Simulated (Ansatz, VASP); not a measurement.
# Sr: VASP beside Ansatz

```
Sr
1.0
     4.64281    0.00000    0.00000
    -2.32140    4.02079    0.00000
     0.00000    0.00000    6.07551
Sr
2
Direct
  0.33333 0.66667 0.25000
  0.66667 0.33333 0.75000
```

Alike in both runs: task single point; functional r2SCAN; k mesh 12 × 12 × 8; occupations gaussian, width 0.15 eV; no spin polarisation.

|  | VASP | Ansatz |
| --- | --- | --- |
| version | VASP 6.6.1 | Ansatz 0.2.0 |
| potentials or method | VASP PAW PBE potentials, release 64 (Sr_sv), cutoff 520 eV | scalar-relativistic, plane waves, PAW |
| valence electrons in the cell | 20 | 20 |

```csv
,VASP,Ansatz,Ansatz less VASP
gap on the k mesh at the Fermi level (eV),none,none,-
pressure (GPa),0.3,0.3,-0.01
"traceless stress, the component that is largest in VASP (GPa)",2.22,2.22,-0.002
```

VASP's potentials were made for PBE, not for r2SCAN. A gap of «none» marks a metal or a gap that the smearing closes.
